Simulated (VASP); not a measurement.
# Ca4AlTl (F-43m) in VASP: a series of runs, part 2 of 2

VASP 6.6.1. The steps go on from the part before.

### 3 Single point, PBE

This run uses another cell than the first one, of 35.17 Å³/atom.

Contents of INCAR:

```
SYSTEM = Ca4AlTl
PREC = Accurate
ENCUT = 520
EDIFF = 1E-6
ISMEAR = 0
SIGMA = 0.1
LREAL = .FALSE.
LASPH = .TRUE.
NELM = 60
ALGO = Normal
ISIF = 2
LWAVE = .FALSE.
LCHARG = .FALSE.
GGA = PE
NBANDS = 37
```

Contents of KPOINTS:

```
regular mesh
0
G
  4 4 4
  0 0 0
```

Contents of POSCAR:

```
Ca4AlTl
1.0
    0.0000000000      4.7251747744      4.7251747744
    4.7251747744      0.0000000000      4.7251747744
    4.7251747744      4.7251747744      0.0000000000
Ca Al Tl
4 1 1
Direct
    0.6245430437      0.1263708690      0.6245430437
    0.6245430437      0.6245430437      0.1263708690
    0.6245430437      0.6245430437      0.6245430437
    0.1263708690      0.6245430437      0.6245430437
    0.2500000000      0.2500000000      0.2500000000
    0.0000000000      0.0000000000      0.0000000000
```

Potentials or basis: VASP PAW PBE potentials, release 64 (Ca_sv, Al, Tl_d).

Launch:

```console
> cat potpaw_PBE.64/Ca_sv/POTCAR potpaw_PBE.64/Al/POTCAR potpaw_PBE.64/Tl_d/POTCAR > POTCAR
> mpirun -np 1 vasp_std > vasp.out
```

OUTCAR:

```text
SYSTEM = Ca4AlTl
   PREC = Accurate
   ENCUT = 520
   EDIFF = 1E-6
   ISMEAR = 0
   LREAL = .FALSE.
   LASPH = .TRUE.
   NELM = 60
   ISIF = 2
   GGA = PE

 ion  position               nearest neighbor table
   1  0.625  0.126  0.625-
   2  0.625  0.625  0.126-
   3  0.625  0.625  0.625-
   4  0.126  0.625  0.625-
   5  0.250  0.250  0.250-
   6  0.000  0.000  0.000-

  LATTYP: Found a face centered cubic cell.
 ALAT       =     9.4503495488

  Lattice vectors:

 A1 = (   0.0000000000,   4.7251747744,   4.7251747744)
 A2 = (   4.7251747744,   0.0000000000,   4.7251747744)
 A3 = (   4.7251747744,   4.7251747744,   0.0000000000)

Analysis of symmetry for initial positions (statically):
=====================================================================
 Subroutine PRICEL returns:
 Original cell was already a primitive cell.

 Routine SETGRP: Setting up the symmetry group for a
 face centered cubic supercell.

[... 156 lines left out ...]
  energy without entropy =      -11.57148390  energy(sigma->0) =      -11.59519973

 E-fermi :   2.9074     XC(G=0):  -8.3176

 val. band max:        2.8829276723   @ k =   0.5000   0.2500   0.0000
 cond. band min:       2.9184635890   @ k =   0.2500   0.0000   0.0000
 fundamental gap:      0.0355359167
 Fermi energy:         2.9074270322

 k-point     1 :       0.0000    0.0000    0.0000
  band No.  band energies     occupation
      1     -38.8382      2.00000
      2     -38.7709      2.00000
      3     -38.7709      2.00000
      4     -38.7709      2.00000
      5     -20.1656      2.00000
      6     -19.9590      2.00000
[... 309 lines left out ...]
     36       5.1605      0.00000
     37       5.1825      0.00000

------------------------ aborting loop because EDIFF is reached ----------------------------------------

  FORCE on cell =-STRESS in cart. coord.  units (eV):
  Direction    XX          YY          ZZ          XY          YZ          ZX
  --------------------------------------------------------------------------------------
  -------------------------------------------------------------------------------------
  Total        0.3774921      0.3774921      0.3774921      0.0000000     -0.0000000      0.0000000
  in kB        2.8663867      2.8663867      2.8663867      0.0000000     -0.0000000      0.0000000
  external PRESSURE =       2.8663867 kB  Pullay stress =       0.0000000 kB

 VOLUME and BASIS-vectors are now :
 -----------------------------------------------------------------------------
  energy-cutoff  :      520.00
  volume of cell :      211.00
      direct lattice vectors                 reciprocal lattice vectors
     0.000000000  4.725174774  4.725174774    -0.105816192  0.105816192  0.105816192
     4.725174774  0.000000000  4.725174774     0.105816192 -0.105816192  0.105816192
     4.725174774  4.725174774  0.000000000     0.105816192  0.105816192 -0.105816192

 POSITION                                       TOTAL-FORCE (eV/Angst)
 -----------------------------------------------------------------------------------
      3.54820      5.90215      3.54820        -0.011908      0.011908     -0.011908
      3.54820      3.54820      5.90215        -0.011908     -0.011908      0.011908
      5.90215      5.90215      5.90215         0.011908      0.011908      0.011908
      5.90215      3.54820      3.54820         0.011908     -0.011908     -0.011908
      2.36259      2.36259      2.36259        -0.000000      0.000000      0.000000
      0.00000      0.00000      0.00000        -0.000000      0.000000      0.000000
 -----------------------------------------------------------------------------------
    total drift:                               -0.000001     -0.000001     -0.000001

  FREE ENERGIE OF THE ION-ELECTRON SYSTEM (eV)
  ---------------------------------------------------
  free  energy   TOTEN  =       -11.6189155630 eV

  energy  without entropy=      -11.5714838965  energy(sigma->0) =      -11.59519973
```

OSZICAR:

```text
N       E                     dE             d eps       ncg     rms          rms(c)
DAV:   1     0.498193276685E+03    0.49819E+03   -0.27293E+04   592   0.138E+03
DAV:   2     0.190672653980E+02   -0.47913E+03   -0.47261E+03   625   0.401E+02
DAV:   3    -0.922483183560E+01   -0.28292E+02   -0.27843E+02  1040   0.736E+01
DAV:   4    -0.120818351378E+02   -0.28570E+01   -0.28076E+01   928   0.185E+01
DAV:   5    -0.122349075750E+02   -0.15307E+00   -0.15279E+00   891   0.381E+00    0.479E+00
DAV:   6    -0.116306788099E+02    0.60423E+00   -0.26366E+00   718   0.465E+00    0.293E+00
DAV:   7    -0.116238923615E+02    0.67864E-02   -0.15455E-01   760   0.155E+00    0.169E+00
DAV:   8    -0.116187558591E+02    0.51365E-02   -0.52235E-02   801   0.119E+00    0.149E-01
DAV:   9    -0.116186890047E+02    0.66854E-04   -0.72701E-03   832   0.316E-01    0.957E-02
DAV:  10    -0.116189240502E+02   -0.23505E-03   -0.82304E-04   704   0.122E-01    0.443E-02
DAV:  11    -0.116189110728E+02    0.12977E-04   -0.19698E-04   728   0.472E-02    0.214E-02
DAV:  12    -0.116189147464E+02   -0.36736E-05   -0.10426E-05   739   0.147E-02    0.633E-03
DAV:  13    -0.116189155630E+02   -0.81658E-06   -0.10450E-06   480   0.629E-03
   1 F= -.11618916E+02 E0= -.11595200E+02  d E =-.474317E-01
```

stdout:

```text
POSCAR found type information on POSCAR CaAlTl
 POSCAR found :  3 types and       6 ions
 scaLAPACK will be used
 LDA part: xc-table for (Slater+PW92), standard interpolation
 POSCAR, INCAR and KPOINTS ok, starting setup
 FFT: planning ... GRIDC
 FFT: planning ... GRID_SOFT
 FFT: planning ... GRID
 WAVECAR not read
 entering main loop
```

Wall time 73 s (1 thread of Intel Xeon Platinum 8124M at 3.00GHz (Skylake/Cascade Lake), shared host); peak memory 0.37 GiB.

What came out:

```yaml
Free_energy: -11.6189 eV
Pressure: 0.3 GPa
Largest_force: 0.021 eV/Å
Band_gap_on_the_k_mesh: zero (bands 28 and 29 overlap by 0.76 eV)
```

Forces in eV/Å, atoms in the order of the input:
```
Ca  -0.012  0.012 -0.012
Ca  -0.012 -0.012  0.012
Ca   0.012  0.012  0.012
Ca   0.012 -0.012 -0.012
Al   0.000  0.000  0.000
Tl   0.000  0.000  0.000
```

Caveat: spin-orbit coupling is left out, which moves the levels of the heavy elements.

### 4 Single point, PBE

This run uses another cell than the first one, of 35.34 Å³/atom.

Contents of INCAR:

```
SYSTEM = Ca4AlTl
PREC = Accurate
ENCUT = 520
EDIFF = 1E-7
ISMEAR = 0
SIGMA = 0.1
LREAL = .FALSE.
LASPH = .TRUE.
NELM = 100
ALGO = Normal
ISIF = 2
LWAVE = .FALSE.
LCHARG = .TRUE.
GGA = PE
LELF = .TRUE.
LVHAR = .TRUE.
NBANDS = 37
```

Contents of KPOINTS:

```
Automatic mesh
0
G
  4 4 4
  0 0 0
```

Contents of POSCAR:

```
Ca4AlTl
1.0
    0.0000000000      4.7327498168      4.7327498168
    4.7327498168      0.0000000000      4.7327498168
    4.7327498168      4.7327498168      0.0000000000
Ca Al Tl
4 1 1
Direct
    0.3751348593      0.8745954221      0.3751348593
    0.3751348593      0.3751348593      0.8745954221
    0.3751348593      0.3751348593      0.3751348593
    0.8745954221      0.3751348593      0.3751348593
    0.7500000000      0.7500000000      0.7500000000
    0.0000000000      0.0000000000      0.0000000000
```

Launch:

```console
> cat potpaw_PBE.64/Ca_sv/POTCAR potpaw_PBE.64/Al/POTCAR potpaw_PBE.64/Tl_d/POTCAR > POTCAR
> mpirun -np 1 vasp_std > vasp.out
```

It took 98 s on 1 thread of Intel Xeon Platinum 8124M at 3.00GHz (Skylake/Cascade Lake), shared host; peak memory 0.37 GiB.

Results (log left out):

| Property | Result |
| --- | --- |
| Free energy | -11.6205 eV |
| Pressure | 0.2 GPa |
| Largest force | 0.048 eV/Å |
| Band gap on the k mesh | zero (bands 28 and 29 overlap by 0.76 eV) |

Forces in eV/Å, atoms in the order of the input:
```
Ca  -0.028  0.028 -0.028
Ca  -0.028 -0.028  0.028
Ca   0.028  0.028  0.028
Ca   0.028 -0.028 -0.028
Al   0.000  0.000  0.000
Tl   0.000  0.000  0.000
```

Levels at points of the mesh, in eV from the Fermi level:
| k point | band 25 | band 26 | band 27 | band 28 | band 29 | band 30 |
| --- | --- | --- | --- | --- | --- | --- |
| (0.00, 0.00, 0.00) | -0.87 | -0.87 | -0.87 | 0.07 | 0.07 | 0.07 |
| (0.50, 0.00, 0.00) | -0.86 | -0.86 | -0.27 | -0.27 | -0.14 | -0.06 |
| (0.50, 0.50, 0.00) | -1.73 | -1.55 | -1.55 | 0.59 | 0.59 | 0.66 |

Caveat: spin-orbit coupling is left out, which moves the levels of the heavy elements.

### 5 Relaxation of cell and atoms, PBE

Contents of INCAR:

```
SYSTEM = Ca4AlTl
ALGO = Fast
EDIFF = 1E-6
EDIFFG = -0.04
ENCUT = 600
GGA = PE
IBRION = 2
ISIF = 3
ISMEAR = 0
LASPH = .TRUE.
LCHARG = .FALSE.
LREAL = .FALSE.
LWAVE = .FALSE.
NELM = 60
NSW = 90
PREC = Accurate
SIGMA = 0.1
```

Contents of KPOINTS:

```
k-points
0
G
  4 4 4
  0 0 0
```

Contents of POSCAR:

```
Ca4AlTl
1.0
    0.0000000000      4.1848012867      4.1848012867
    4.1848012867      0.0000000000      4.1848012867
    4.1848012867      4.1848012867      0.0000000000
Ca Al Tl
4 1 1
Direct
    0.6257700000      0.1226900000      0.6257700000
    0.6257700000      0.6257700000      0.1226900000
    0.6257700000      0.6257700000      0.6257700000
    0.1226900000      0.6257700000      0.6257700000
    0.2500000000      0.2500000000      0.2500000000
    0.0000000000      0.0000000000      0.0000000000
```

Launch:

```console
> cat potpaw_PBE.64/Ca_sv/POTCAR potpaw_PBE.64/Al/POTCAR potpaw_PBE.64/Tl_d/POTCAR > POTCAR
> mpirun -np 1 vasp_std > vasp.out
```

Run time: 12 min. Hardware: 1 thread of Intel Xeon Platinum 8124M at 3.00GHz (Skylake/Cascade Lake), shared host; peak memory 0.37 GiB.

It converged, with:

* Free energy: -11.6099 eV
* Relaxed volume: 35.85 Å³/atom
* Relaxed cell: a = 6.726 Å, b = 6.726 Å, c = 6.726 Å, α = 60.00°, β = 60.00°, γ = 60.00°
* Space group after relaxing (to 0.1 Å): F-43m (No. 216)
* Energy gained by relaxing: 271.0 meV/atom
* Ionic steps: 8
* Pressure after relaxing: 0.0 GPa
* Largest force after relaxing: 0.006 eV/Å
* Band gap on the k mesh: zero (bands 28 and 29 overlap by 0.77 eV)

Forces in eV/Å, atoms in the order of the input:
```
Ca   0.004 -0.004  0.004
Ca   0.004  0.004 -0.004
Ca  -0.004 -0.004 -0.004
Ca  -0.004  0.004  0.004
Al   0.000  0.000  0.000
Tl   0.000  0.000  0.000
```

Step by step:
| step | energy change (eV) | largest force (eV/Å) | pressure (GPa) | volume (Å³) |
| --- | --- | --- | --- | --- |
| 1 | 0.0000 | 0.3415 | 10.15 | 146.57 |
| 2 | -1.3632 | 0.0050 | 2.99 | 181.92 |
| 3 | -1.5983 | 0.1348 | 0.68 | 204.27 |
| 4 | -1.6184 | 0.1690 | 0.24 | 211.83 |
| 5 | -1.6205 | 0.1855 | 0.00 | 215.97 |
| 6 | -1.6204 | 0.1795 | 0.09 | 214.40 |
| 7 | -1.6253 | 0.0511 | 0.06 | 214.90 |
| 8 | -1.6258 | 0.0063 | 0.05 | 215.12 |

Final structure:
```
CELL_PARAMETERS angstrom
0.00000 4.75573 4.75573
4.75573 0.00000 4.75573
4.75573 4.75573 0.00000
ATOMIC_POSITIONS crystal
Ca 0.62468 0.12597 0.62468
Ca 0.62468 0.62468 0.12597
Ca 0.62468 0.62468 0.62468
Ca 0.12597 0.62468 0.62468
Al 0.25000 0.25000 0.25000
Tl 0.00000 0.00000 0.00000
```

Levels at points of the mesh, in eV from the Fermi level:
```csv
k point,band 23,band 24,band 25,band 26,band 27,band 28,band 29,band 30,band 31,band 32
"(0.00, 0.00, 0.00)",-3.62,-1.92,-0.85,-0.85,-0.85,0.08,0.08,0.08,0.23,0.23
"(0.50, 0.00, 0.00)",-4.30,-2.54,-0.84,-0.84,-0.27,-0.27,-0.13,-0.09,1.09,1.09
"(0.50, 0.50, 0.00)",-4.34,-1.82,-1.74,-1.53,-1.53,0.60,0.60,0.65,0.72,1.51
```

Caveat: the volume moved by over 15 % at a fixed basis, so the end points are rough; spin-orbit coupling is left out, which moves the levels of the heavy elements.

### 6 Relaxation of cell and atoms, PBE

This run uses another cell than the first one, of 24.71 Å³/atom.

Contents of INCAR:

```
SYSTEM = Ca4AlTl
PREC = Accurate
ENCUT = 600
EDIFF = 1E-7
ISMEAR = 0
SIGMA = 0.1
LREAL = .False.
LASPH = .True.
NELM = 60
ALGO = Normal
ISIF = 3
LWAVE = .False.
LCHARG = .False.
GGA = PE
IBRION = 2
NSW = 90
EDIFFG = -0.04
```

Contents of KPOINTS:

```
Automatic mesh
0
Gamma
  4 4 4
  0 0 0
```

Contents of POSCAR:

```
Ca4AlTl
1.0
    0.0000000000      4.2007196072      4.2007196072
    4.2007196072      0.0000000000      4.2007196072
    4.2007196072      4.2007196072      0.0000000000
Ca Al Tl
4 1 1
Direct
    0.3750000000      0.8750000000      0.3750000000
    0.3750000000      0.3750000000      0.8750000000
    0.3750000000      0.3750000000      0.3750000000
    0.8750000000      0.3750000000      0.3750000000
    0.7500000000      0.7500000000      0.7500000000
    0.0000000000      0.0000000000      0.0000000000
```

Potentials or basis: VASP PAW PBE potentials, release 64 (Ca_sv, Al, Tl_d).

Launch:

```console
> cat potpaw_PBE.64/Ca_sv/POTCAR potpaw_PBE.64/Al/POTCAR potpaw_PBE.64/Tl_d/POTCAR > POTCAR
> mpirun -np 1 vasp_std > vasp.out
```

Wall time 6.2 min (1 thread of Intel Xeon Platinum 8124M at 3.00GHz (Skylake/Cascade Lake), shared host); peak memory 0.36 GiB.

Results (log left out):

| Item | Value |
| --- | --- |
| Free energy | -11.6103 eV |
| Relaxed volume | 35.80 Å³/atom |
| Relaxed cell | a = 6.722 Å, b = 6.722 Å, c = 6.722 Å, α = 60.00°, β = 60.00°, γ = 60.00° |
| Space group after relaxing (to 0.1 Å) | F-43m (No. 216) |
| Energy gained by relaxing | 252.0 meV/atom |
| Ionic steps | 7 |
| Pressure after relaxing | 0.1 GPa |
| Band gap on the k mesh | zero (bands 28 and 29 overlap by 0.77 eV) |

Step by step:
```csv
step,energy change (eV),largest force (eV/Å),pressure (GPa),volume (Å³)
1,0.0000,0.1114,9.65,148.25
2,-1.2610,0.0054,2.91,182.52
3,-1.4903,0.0466,0.64,205.04
4,-1.5100,0.0588,0.18,212.77
5,-1.5117,0.0636,-0.02,216.29
6,-1.5115,0.0616,0.07,214.75
7,-1.5120,0.0168,0.07,214.82
```

Final structure:
```cif
data_structure
_symmetry_space_group_name_H-M 'P 1'
_symmetry_Int_Tables_number 1
_cell_length_a 6.7225
_cell_length_b 6.7225
_cell_length_c 6.7225
_cell_angle_alpha 60.000
_cell_angle_beta 60.000
_cell_angle_gamma 60.000
_cell_volume 214.82
loop_
_atom_site_label
_atom_site_type_symbol
_atom_site_fract_x
_atom_site_fract_y
_atom_site_fract_z
_atom_site_occupancy
Ca1 Ca 0.37544 0.87368 0.37544 1
Ca2 Ca 0.37544 0.37544 0.87368 1
Ca3 Ca 0.37544 0.37544 0.37544 1
Ca4 Ca 0.87368 0.37544 0.37544 1
Al1 Al 0.75000 0.75000 0.75000 1
Tl1 Tl 0.00000 0.00000 0.00000 1
```

Levels at points of the mesh, in eV from the Fermi level:
```tsv
k point	band 24	band 25	band 26	band 27	band 28	band 29	band 30	band 31
(0.00, 0.00, 0.00)	-1.92	-0.85	-0.85	-0.85	0.08	0.08	0.08	0.23
(0.50, 0.00, 0.00)	-2.54	-0.84	-0.84	-0.27	-0.27	-0.13	-0.09	1.09
(0.50, 0.50, 0.00)	-1.82	-1.73	-1.54	-1.54	0.60	0.60	0.65	0.73
```

Caveat: the volume moved by over 15 % at a fixed basis, so the end points are rough; spin-orbit coupling is left out, which moves the levels of the heavy elements.

### 7 Summary

```csv
task,cell,cutoff (eV),gap on the mesh (eV),pressure (GPa),relaxed volume (Å³/atom),largest force (eV/Å)
single point,"a = 5.918 Å, angles 60.0°, 6 atoms, atomic positions A",520,none,10.1,-,0.34
single point,"a = 6.682 Å, angles 60.0°, 6 atoms, atomic positions B",520,none,0.3,-,0.02
single point,"a = 6.693 Å, angles 60.0°, 6 atoms, atomic positions C",520,none,0.2,-,0.05
relaxation of cell and atoms,"relaxed from a = 5.918 Å, angles 60.0°, 6 atoms, atomic positions A",600,none,0.0,35.85,0.01
relaxation of cell and atoms,"relaxed from a = 5.941 Å, angles 60.0°, 6 atoms, atomic positions D",600,none,0.1,35.80,-
```

Alike in all rows: level PBE; potentials or basis VASP PAW PBE potentials, release 64 (Ca_sv, Al, Tl_d); no spin polarisation; k mesh 4 × 4 × 4; smearing gaussian 0.1 eV.

Caveats: spin-orbit coupling is left out, which moves the levels of the heavy elements; the volume moved by over 15 % at a fixed basis, so the end points are rough (at least some runs); the cell stands under pressure (at least some runs).

Absolute energies hang on the potentials; compare differences alone.

The gap in the log of VASP goes by the Fermi energy; the results here count the filled bands.